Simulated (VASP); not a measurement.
Here is a VASP 6.6.1 calculation.

Contents of INCAR:

```
PREC = Accurate
ENCUT = 520
EDIFF = 1E-7
ISMEAR = 0
SIGMA = 0.15
LREAL = F
LASPH = T
NELM = 100
ALGO = Fast
ISIF = 2
LWAVE = F
LCHARG = F
GGA = PS
NBANDS = 35
```

KPOINTS

```
regular mesh
0
Gamma
  12 12 12
```

POSCAR

```
Ta2Si
1.0
   -3.3138468571      3.3138468571      2.4191033869
    3.3138468571     -3.3138468571      2.4191033869
    3.3138468571      3.3138468571     -2.4191033869
Ta Si
4 2
Direct
    0.6630661939      0.8369338061      0.5000000000
    0.8369338061      0.3369338061      0.1738676123
    0.3369338061      0.1630661939      0.5000000000
    0.1630661939      0.6630661939      0.8261323878
    0.2500000000      0.2500000000      0.0000000000
    0.7500000000      0.7500000000      0.0000000000
```

Potentials or basis: VASP PAW PBE potentials, release 64 (Ta_pv, Si).

Command:

```console
$ cat potpaw_PBE.64/Ta_pv/POTCAR potpaw_PBE.64/Si/POTCAR > POTCAR
$ mpirun -np 1 vasp_std > vasp.out
```

(1) Estimate the band gap on the k mesh.

(2) What does it give for the pressure?

(3) Predict the largest force.

Answers

(1) zero (bands 26 and 27 overlap by 1.25 eV).

(2) -19.0 GPa.

(3) 0.170 eV/Å.

Caveat: the cell differs from its parent crystal (strain +0.080 along x and y, -0.040 along z); the cell stands under tension; the PAW data sets were made with another functional, which shifts forces and pressure a little; spin-orbit coupling is left out, which moves the levels of the heavy elements.
